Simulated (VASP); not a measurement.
Here is a VASP 6.6.1 calculation.

POSCAR

```
NiO2
1.0
    2.8038530439      0.0000000000      0.0000000000
   -1.4019265220      2.4282079645      0.0000000000
    0.0000000000      0.0000000000      4.7876926157
Ni O
1 2
Direct
    0.0000000000      0.0000000000      0.5000000000
    0.6666666667      0.3333333333      0.6981843551
    0.3333333333      0.6666666667      0.3018156449
```

The input INCAR.step1:

```
PREC     = Accurate       # precision mode
ENCUT    = 600            # plane-wave cutoff, eV
ISMEAR   = 0              # smearing method
SIGMA    = 0.02           # smearing width, eV
LREAL    = False          # projectors in reciprocal space
LASPH    = True           # aspherical terms in the spheres
NELM     = 60             # most SCF steps
GGA      = PE             # functional
ALGO     = Normal         # electronic algorithm
EDIFF    = 1E-4           # SCF threshold, eV
LWAVE    = True           # write WAVECAR
LCHARG   = False          # write CHGCAR
```

INCAR.step2

```
PREC     = Accurate       # precision mode
ENCUT    = 600            # plane-wave cutoff, eV
EDIFF    = 1E-6           # SCF threshold, eV
ISMEAR   = 0              # smearing method
SIGMA    = 0.02           # smearing width, eV
LREAL    = False          # projectors in reciprocal space
LASPH    = True           # aspherical terms in the spheres
NELM     = 60             # most SCF steps
ALGO     = Normal         # electronic algorithm
ISIF     = 4              # what is computed and relaxed
LWAVE    = False          # write WAVECAR
LCHARG   = False          # write CHGCAR
METAGGA  = R2SCAN         # meta-GGA
LMIXTAU  = True         
IBRION   = 2              # ionic algorithm
NSW      = 50             # ionic steps
EDIFFG   = -0.01          # ionic threshold
ISTART   = 1
```

The input KPOINTS:

```
Automatic mesh
0
Gamma
  12 12 6
```

Potentials or basis: VASP PAW PBE potentials, release 64 (Ni, O).

Run with:

```sh
$ cat potpaw_PBE.64/Ni/POTCAR potpaw_PBE.64/O/POTCAR > POTCAR
$ cp INCAR.step1 INCAR
$ mpirun -np 1 vasp_std > vasp.out
$ cp INCAR.step2 INCAR
$ mpirun -np 1 vasp_std > vasp.out
```

(1) Estimate the band gap on the k mesh.

## Answers

(1) 1.48 eV, indirect (least direct gap 1.68 eV).
